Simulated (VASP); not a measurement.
# SrVO3 (Pm-3m) in VASP: single point with r2SCAN

Aim: the single point of SrVO3 with r2SCAN.

All numbers are computed with VASP 6.6.1; they aren't measurements. Logs are shortened: lines on timing, memory, paths and dates and some standing lists are left out, and cuts for length are marked.

**1. The cell of the first run**

Symmetry: Pm-3m, No. 221, cubic system. The conventional cell has a = 3.842 Å, b = 3.842 Å, c = 3.842 Å, α = 90.00°, β = 90.00°, γ = 90.00°. Sr (site symmetry m-3m) has 12 O at 2.72 Å and 8 V at 3.33 Å within 3.6 Å. Within 2.5 Å of V (site symmetry m-3m) lie 6 O at 1.92 Å. O (site symmetry 4/mmm) has 2 V at 1.92 Å within 2.5 Å.

**2. Single point, r2SCAN, collinear spin, ferromagnetic start**

Contents of POSCAR:

```
SrVO3
1.0
    3.8425000000      0.0000000000      0.0000000000
    0.0000000000      3.8425000000      0.0000000000
    0.0000000000      0.0000000000      3.8425000000
Sr V O
1 1 3
Direct
    0.0000000000      0.0000000000      0.0000000000
    0.5000000000      0.5000000000      0.5000000000
    0.5000000000      0.0000000000      0.5000000000
    0.0000000000      0.5000000000      0.5000000000
    0.5000000000      0.5000000000      0.0000000000
```

Contents of INCAR.step1:

```
PREC = Accurate ; ENCUT = 520
ISMEAR = -1 ; SIGMA = 0.03
LREAL = F ; LASPH = T
NELM = 150 ; ISPIN = 2
MAGMOM = 0 2 0 0 0 ; LMAXMIX = 4
NBANDS = 32 ; GGA = PE
ALGO = Normal ; EDIFF = 1E-4
LWAVE = T ; LCHARG = F
```

Contents of INCAR.step2:

```
PREC = Accurate ; ENCUT = 520
EDIFF = 1E-6 ; ISMEAR = -1
SIGMA = 0.03 ; LREAL = F
LASPH = T ; NELM = 150
ALGO = Normal ; ISIF = 2
LWAVE = F ; LCHARG = F
ISPIN = 2 ; MAGMOM = 0 2 0 0 0
LORBIT = 11 ; LMAXMIX = 4
METAGGA = R2SCAN ; LMIXTAU = T
NBANDS = 32 ; ISTART = 1
```

Contents of KPOINTS:

```
Automatic mesh
0
Gamma
  6 6 6
```

Potentials or basis: VASP PAW PBE potentials, release 64 (Sr_sv, V_sv, O).

Launch:

```
$ cat potpaw_PBE.64/Sr_sv/POTCAR potpaw_PBE.64/V_sv/POTCAR potpaw_PBE.64/O/POTCAR > POTCAR
$ cp INCAR.step1 INCAR
$ mpirun -np 1 vasp_std > vasp.out
$ cp INCAR.step2 INCAR
$ mpirun -np 1 vasp_std > vasp.out
```

OUTCAR:

```text
PREC = Accurate
   ENCUT = 520
   EDIFF = 1E-6
   ISMEAR = -1
   LREAL = F
   LASPH = T
   NELM = 150
   ISIF = 2
   ISPIN = 2
   LORBIT = 11
   METAGGA = R2SCAN
   ISTART = 1

 ion  position               nearest neighbor table
   1  0.000  0.000  0.000-   3 2.72   4 2.72   5 2.72   3 2.72   4 2.72   4 2.72   5 2.72   4 2.72
                             3 2.72   5 2.72   3 2.72   5 2.72   2 3.33   2 3.33   2 3.33   2 3.33
   2  0.500  0.500  0.500-   3 1.92   4 1.92   5 1.92   5 1.92   3 1.92   4 1.92   1 3.33   1 3.33
                             1 3.33   1 3.33   1 3.33   1 3.33   1 3.33   1 3.33
   3  0.500  0.000  0.500-   2 1.92   2 1.92   1 2.72   1 2.72   1 2.72   1 2.72
   4  0.000  0.500  0.500-   2 1.92   2 1.92   1 2.72   1 2.72   1 2.72   1 2.72
   5  0.500  0.500  0.000-   2 1.92   2 1.92   1 2.72   1 2.72   1 2.72   1 2.72

  LATTYP: Found a simple cubic cell.
 ALAT       =     3.8425000000

  Lattice vectors:

 A1 = (   3.8425000000,   0.0000000000,   0.0000000000)
 A2 = (   0.0000000000,   3.8425000000,   0.0000000000)
 A3 = (   0.0000000000,   0.0000000000,   3.8425000000)

Analysis of symmetry for initial positions (statically):
=====================================================================
 Subroutine PRICEL returns:
 Original cell was already a primitive cell.

 Routine SETGRP: Setting up the symmetry group for a
 simple cubic supercell.

 Subroutine GETGRP returns: Found 48 space group operations
 (whereof 48 operations were pure point group operations)
 out of a pool of 48 trial point group operations.

The static configuration has the point symmetry O_h .

Analysis of symmetry for dynamics (positions and initial velocities):
=====================================================================
 Subroutine PRICEL returns:
 Original cell was already a primitive cell.

 Routine SETGRP: Setting up the symmetry group for a
 simple cubic supercell.

 Subroutine GETGRP returns: Found 48 space group operations
 (whereof 48 operations were pure point group operations)
 out of a pool of 48 trial point group operations.

The dynamic configuration has the point symmetry O_h .

Analysis of structural, dynamic, and magnetic symmetry:
=====================================================================
 Subroutine PRICEL returns:
 Original cell was already a primitive cell.

 Routine SETGRP: Setting up the symmetry group for a
 simple cubic supercell.

 Subroutine GETGRP returns: Found 48 space group operations
 (whereof 48 operations were pure point group operations)
 out of a pool of 48 trial point group operations.

The overall configuration has the point symmetry O_h .

 Subroutine INISYM returns: Found 48 space group operations
 (whereof 48 operations are pure point group operations),
 and found     1 'primitive' translations

----------------------------------------------------------------------------------------

                                     Primitive cell

  volume of cell :      56.7338

  direct lattice vectors                    reciprocal lattice vectors
     3.842500000  0.000000000  0.000000000     0.260247235  0.000000000  0.000000000
     0.000000000  3.842500000  0.000000000     0.000000000  0.260247235  0.000000000
     0.000000000  0.000000000  3.842500000     0.000000000  0.000000000  0.260247235

  length of vectors
     3.842500000  3.842500000  3.842500000     0.260247235  0.260247235  0.260247235

  position of ions in fractional coordinates (direct lattice)
     0.000000000  0.000000000  0.000000000
     0.500000000  0.500000000  0.500000000
     0.500000000  0.000000000  0.500000000
     0.000000000  0.500000000  0.500000000
     0.500000000  0.500000000  0.000000000

  ion indices of the primitive-cell ions
   primitive index   ion index
                 1           1
                 2           2
                 3           3
                 4           4
                 5           5

----------------------------------------------------------------------------------------

 KPOINTS: Automatic mesh

Automatic generation of k-mesh.
 Grid dimensions read from file:
[... 23 lines left out ...]
  0.166667  0.000000  0.000000      6.000000
  0.333333  0.000000  0.000000      6.000000
  0.500000  0.000000  0.000000      3.000000
  0.166667  0.166667  0.000000     12.000000
  0.333333  0.166667  0.000000     24.000000
[... 12 lines left out ...]
  0.500000  0.500000  0.333333      6.000000
  0.500000  0.500000  0.500000      1.000000
   k-points           NKPTS =     20   k-points in BZ     NKDIM =     20   number of bands    NBANDS=     32
   number of dos      NEDOS =    301   number of ions     NIONS =      5
   total plane-waves  NPLWV =  27000
   dimension x,y,z NGX =    30 NGY =   30 NGZ =   30
   dimension x,y,z NGXF=    60 NGYF=   60 NGZF=   60
   ions per type =               1   1   3
   NGX,Y,Z   is equivalent  to a cutoff of  12.98, 12.98, 12.98 a.u.
   NGXF,Y,Z  is equivalent  to a cutoff of  25.96, 25.96, 25.96 a.u.
 SYSTEM =  unknown system
   PREC   = accura    normal or accurate (medium, high low for compatibility)
   ISTART =      1    job   : 0-new  1-cont  2-samecut
   ICHARG =      0    charge: 1-file 2-atom 10-const
   ISPIN  =      2    spin polarized calculation?
   LNONCOLLINEAR =      F non collinear calculations
   LSORBIT =      F    spin-orbit coupling
   LASPH  =      T    aspherical Exc in radial PAW
   ENCUT  =  520.0 eV  38.22 Ry    6.18 a.u.   7.14  7.14  7.14*2*pi/ulx,y,z
   NELM   =    150;   NELMIN=  2; NELMDL=  0     # of ELM steps
   EDIFF  = 0.1E-05   stopping-criterion for ELM
   LREAL  =      F    real-space projection
   EDIFFG = 0.1E-04   stopping-criterion for IOM
   NSW    =      0    number of steps for IOM
   IBRION =     -1    ionic relax: 0-MD 1-quasi-New 2-CG
   NFREE  =      0    steps in history (QN), initial steepest desc. (CG)
   ISIF   =      2    stress and relaxation
   ISYM   =      2    0-nonsym 1-usesym 2-fastsym
   POTIM  = 0.5000    time-step for ionic-motion
   TEBEG  =    0.0;   TEEND  =   0.0 temperature during run
   PSTRESS=    0.0 pullay stress
   NELECT =      41.0000    total number of electrons
   NUPDOWN=      -1.0000    fix difference up-down
   EMIN   =  10.00;   EMAX   =-10.00  energy-range for DOS
   EFERMI =   0.00;   METHOD = LEGACY
   ISMEAR =    -1;   SIGMA  =   0.03  broadening in eV -4-tet -1-fermi 0-gaus
   EFERMI_NEDOS =   21; number of points for ismear=-14 and -15
   IALGO  =     38    algorithm
   IMIX   =      4    mixing-type and parameters
     AMIX     =   0.40;   BMIX     =  1.00
     AMIX_MAG =   1.60;   BMIX_MAG =  1.00
  volume/ion in A,a.u.               =      11.35        76.57
  Fermi-wavevector in a.u.,A,eV,Ry     =   1.469114  2.776223 29.365409  2.158297
  Thomas-Fermi vector in A             =   2.584531
   LORBIT       =     11    0 simple, 1 ext, 2 COOP (PROOUT), +10 PAW based schemes
   METAGGA = R2SCAN    functional components
   LHFCALC =     F    Hartree Fock is set to
   AEXX    =    0.0000 exact exchange contribution
   IVDW    =     0    specifies the selected vdW correction
   LEPSILON=     F    determine dielectric tensor
   LRPA    =     F    only Hartree local field effects (RPA)
 spin polarized calculation
  energy-cutoff  :      520.00
  volume of cell :       56.73
 maximum number of plane-waves:      1568
 NGX is ok and might be reduce to    30
   NGX = 15   NGY = 15   NGZ = 15

 number of electron      41.0000017 magnetization       0.5296759

 Free energy of the ion-electron system (eV)
  ---------------------------------------------------
  ext. energy  EPLUGINS =         0.00000000
  ---------------------------------------------------
  free energy    TOTEN  =       -62.38104340 eV

  energy without entropy =      -62.37361865  energy(sigma->0) =      -62.37733103

 E-fermi :   6.3376     XC(G=0): -12.2638

 val. band max:        6.3097197179   @ k =   0.1667   0.0000   0.0000
 cond. band min:       6.3589213083   @ k =   0.3333   0.1667   0.0000
 fundamental gap:      0.0492015904
 Fermi energy:         6.3375835594

 spin component 1

 k-point     1 :       0.0000    0.0000    0.0000
  band No.  band energies     occupation
      1     -62.7578      1.00000
      2     -35.4548      1.00000
      3     -35.4548      1.00000
      4     -35.4548      1.00000
      5     -29.6737      1.00000
      6     -14.7889      1.00000
[... 689 lines left out ...]
     31      15.8540      0.00000
     32      20.0239      0.00000
 Fermi energy:         6.3375835594

 spin component 2

 k-point     1 :       0.0000    0.0000    0.0000
  band No.  band energies     occupation
      1     -62.0168      1.00000
      2     -34.7180      1.00000
      3     -34.7180      1.00000
      4     -34.7180      1.00000
      5     -29.6742      1.00000
      6     -14.8026      1.00000
[... 689 lines left out ...]
     31      15.8895      0.00000
     32      20.0263      0.00000

------------------------ aborting loop because EDIFF is reached ----------------------------------------

  FORCE on cell =-STRESS in cart. coord.  units (eV):
  Direction    XX          YY          ZZ          XY          YZ          ZX
  --------------------------------------------------------------------------------------
  -------------------------------------------------------------------------------------
  Total       -0.2779794     -0.2779794     -0.2779794      0.0000000     -0.0000000      0.0000000
  in kB       -7.8502161     -7.8502161     -7.8502161      0.0000000     -0.0000000      0.0000000
  external PRESSURE =      -7.8502161 kB  Pullay stress =       0.0000000 kB

 VOLUME and BASIS-vectors are now :
 -----------------------------------------------------------------------------
  energy-cutoff  :      520.00
  volume of cell :       56.73
      direct lattice vectors                 reciprocal lattice vectors
     3.842500000  0.000000000  0.000000000     0.260247235  0.000000000  0.000000000
     0.000000000  3.842500000  0.000000000     0.000000000  0.260247235  0.000000000
     0.000000000  0.000000000  3.842500000     0.000000000  0.000000000  0.260247235

 POSITION                                       TOTAL-FORCE (eV/Angst)
 -----------------------------------------------------------------------------------
      0.00000      0.00000      0.00000         0.000000      0.000000      0.000000
      1.92125      1.92125      1.92125         0.000000      0.000000      0.000000
      1.92125      0.00000      1.92125         0.000000      0.000000      0.000000
      0.00000      1.92125      1.92125         0.000000      0.000000      0.000000
      1.92125      1.92125      0.00000         0.000000      0.000000      0.000000
 -----------------------------------------------------------------------------------
    total drift:                                0.000000      0.000000     -0.000000

  FREE ENERGIE OF THE ION-ELECTRON SYSTEM (eV)
  ---------------------------------------------------
  free  energy   TOTEN  =       -62.3810434022 eV

  energy  without entropy=      -62.3736186506  energy(sigma->0) =      -62.37733103

 total charge

# of ion       s       p       d       tot
------------------------------------------
    1        1.999   5.891   0.201   8.092
    2        2.277   6.343   2.890  11.510
    3        1.569   3.513   0.000   5.082
    4        1.569   3.513   0.000   5.082
    5        1.569   3.513   0.000   5.082
--------------------------------------------------
tot          8.982  22.774   3.092  34.847

 magnetization (x)

# of ion       s       p       d       tot
------------------------------------------
    1       -0.000  -0.001   0.001   0.000
    2        0.005   0.005   0.543   0.552
    3       -0.000  -0.015   0.000  -0.016
    4       -0.000  -0.015   0.000  -0.016
    5       -0.000  -0.015   0.000  -0.016
--------------------------------------------------
tot          0.003  -0.042   0.543   0.505
```

It took 14 min on 1 thread of AMD EPYC 7R43 (Zen 3), shared host; peak memory 0.21 GiB.

Results:

```
Free energy                                           : -62.3810 eV
Pressure                                              : -0.8 GPa
Net moment                                            : 0.53 μB per cell
Site moments                                          : Sr +0.00; V +0.55; O -0.02 μB
Valence electrons inside the program's atomic spheres : Sr 8.09; V 11.51; O 5.08
```

Caveat: the PAW data sets were made with another functional, which shifts forces and pressure a little; semilocal functionals often make such compounds metallic where correlation or magnetic order opens a gap, which also shifts bond lengths.
